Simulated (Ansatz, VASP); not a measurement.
## LaBi2As3 in VASP and in Ansatz

POSCAR

```
LaBi2As3
1.0
    3.1163345439     -5.0193129296      0.0000000000
    3.1163345439      5.0193129296      0.0000000000
    0.0000000000      0.0000000000      5.1213710140
La Bi As
1 2 3
Direct
    0.0000000000      0.0000000000      0.0000000000
    0.5000000000      0.0000000000      0.5000000000
    0.0000000000      0.5000000000      0.5000000000
    0.6434671610      0.3565328390      0.0000000000
    0.3565328390      0.6434671610      0.0000000000
    0.5000000000      0.5000000000      0.5000000000
```

INCAR.step1

```
SYSTEM = LaBi2As3
  PREC = Accurate
  ENCUT = 520
  ISMEAR = -1
  SIGMA = 0.03
  LREAL = .FALSE.
  LASPH = .TRUE.
  NELM = 100
  NBANDS = 37
  GGA = PE
  ALGO = Normal
  EDIFF = 1E-4
  LWAVE = .TRUE.
  LCHARG = .FALSE.
```

File INCAR.step2:

```
SYSTEM = LaBi2As3
  PREC = Accurate
  ENCUT = 520
  EDIFF = 1E-6
  ISMEAR = -1
  SIGMA = 0.03
  LREAL = .FALSE.
  LASPH = .TRUE.
  NELM = 100
  ALGO = Normal
  ISIF = 2
  LWAVE = .FALSE.
  LCHARG = .FALSE.
  METAGGA = R2SCAN
  LMIXTAU = .TRUE.
  LUSE_VDW = .TRUE.
  IVDW_NL = 2
  BPARAM = 11.95
  CPARAM = 0.0093
  NBANDS = 37
  ISTART = 1
```

File KPOINTS:

```
regular mesh
0
G
  6 6 6
  0 0 0
```

Input for Ansatz:

```yaml
crystal:
  lattice:
    - [3.1163345439, -5.0193129296, 0.0]
    - [3.1163345439, 5.0193129296, 0.0]
    - [0.0, 0.0, 5.121371014]
  atoms:
    - { symbol: La, position: [0.0, 0.0, 0.0] }
    - { symbol: Bi, position: [0.5, 0.0, 0.5] }
    - { symbol: Bi, position: [0.0, 0.5, 0.5] }
    - { symbol: As, position: [0.643467161, 0.356532839, 0.0] }
    - { symbol: As, position: [0.356532839, 0.643467161, 0.0] }
    - { symbol: As, position: [0.5, 0.5, 0.5] }
kpoints:
  mp_grid: { grid: [6, 6, 6] }
  band_path:
    path:
      - [0.0, 0.0, 0.0]
      - [-0.5, 0.5, 0.0]
      - [-0.3463695011, 0.6536304989, 0.0]
      - [0.3463695011, 0.3463695011, 0.0]
      - [0.0, 0.0, 0.5]
      - [0.3463695011, 0.3463695011, 0.5]
      - [-0.3463695011, 0.6536304989, 0.5]
      - [-0.5, 0.5, 0.5]
      - [0.0, 0.5, 0.0]
    npoints: 1
hamiltonian:
  xc: r2scan
  dispersion: rvv10
scf:
  occupations: { method: fermi_dirac, width: 0.03 }
  n_extra_bands: 5
output:
  forces: true
  stress: true
  eigenvalues: true
  write_density: true
  write_potential: true
  elf: true
  volumetric_format: npy
```

Alike in both runs: task single point; functional r2SCAN; dispersion rVV10; k mesh 6 × 6 × 6; occupations fermi-dirac, width 0.03 eV; no spin polarisation.

|  | VASP | Ansatz |
| --- | --- | --- |
| version | VASP 6.6.1 | Ansatz 0.2.0 |
| potentials or method | VASP PAW PBE potentials, release 64 (La, Bi_d, As) | plane waves, PAW |
| plane-wave cutoff (eV) | 520 | 500 |
| valence electrons in the cell | 56 | 86 |

Ansatz gave:

* pressure (GPa): 0.1
* traceless stress, the component that is largest in VASP (GPa): -0.56
* rms of the force components (eV/Å): 0.102

Question: What did VASP give for the same quantities?

Answer: Pressure (GPa): 0.3; traceless stress, the component that is largest in VASP (GPa): -0.57; rms of the force components (eV/Å): 0.102.

VASP's potentials were made for PBE, not for r2SCAN. Atom by atom the forces differ by 0.000 eV/Å (rms over components). VASP's potentials hold 56 valence electrons a cell and Ansatz's 86, so a difference there can come from the potentials and not from the codes.

Neither program's run includes spin-orbit coupling.
